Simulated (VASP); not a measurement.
# HC10: single point with PBE+D3(BJ)

System: HC10, a slab with vacuum.

```
C H
1.0
     2.46554    0.00000    0.00000
    -1.23277    2.13415    0.00000
     0.00000    0.00000   32.59797
C H
10 1
Direct
  0.08331 0.16662 0.26075
  0.41669 0.83338 0.26075
  0.58331 0.16662 0.36504
  0.91669 0.83338 0.36504
  0.10556 0.21765 0.46929
  0.43890 0.88437 0.46931
  0.40646 0.89983 0.57231
  0.73981 0.56663 0.57241
  0.06971 0.25167 0.66289
  0.40302 0.91835 0.67109
  0.40420 0.91885 0.70711
```

```json
{
 "Program": "VASP 6.6.1",
 "Task": "single point",
 "Functional": "PBE",
 "Dispersion": "D3(BJ)",
 "Potentials or basis": "VASP PAW PBE potentials, release 64 (C, H)",
 "Cutoff": "520 eV",
 "k mesh": "12 × 12 × 1",
 "Occupations": "gaussian, width 0.1 eV",
 "Spin": "no spin polarisation",
 "Dipole correction": "yes",
 "Further INCAR settings": "ALGO = Normal; EDIFF = 1e-06; NBANDS = 32"
}
```

```
Largest force              : 0.023 eV/Å
Band gap on the k mesh     : zero (an odd number of electrons rules out a gap without spin polarisation)
Dispersion energy per atom : -0.135 eV
```

Forces on the atoms (eV/Å):
```
C    0.001  0.004  0.000
C   -0.001 -0.003  0.001
C    0.001  0.001 -0.001
C   -0.001 -0.002  0.000
C    0.000  0.000  0.001
C   -0.001  0.002  0.000
C    0.003  0.005  0.008
C   -0.003 -0.005 -0.006
C    0.001 -0.005 -0.011
C    0.007  0.006 -0.015
H   -0.006 -0.003  0.022
```

Levels at points of the mesh, in eV from the Fermi level:
```csv
k point,band 18,band 19,band 20,band 21,band 22,band 23,band 24,band 25
"(0.00, 0.00, 0.00)",-2.94,-2.87,-2.86,-0.80,3.33,3.61,4.30,4.73
"(0.50, 0.00, 0.00)",-2.40,-2.38,-2.15,-0.73,1.62,1.73,1.75,2.11
"(0.50, 0.50, 0.00)",-2.39,-2.38,-2.22,-0.74,1.67,1.75,1.77,2.05
"(0.00, 0.50, 0.00)",-2.47,-2.22,-1.85,-0.71,1.20,1.64,1.98,2.27
```

It took 6.8 min on 1 thread of AMD EPYC 9R45 96-Core Processor (Zen 5), with other jobs on the host, peak memory 0.42 GiB.
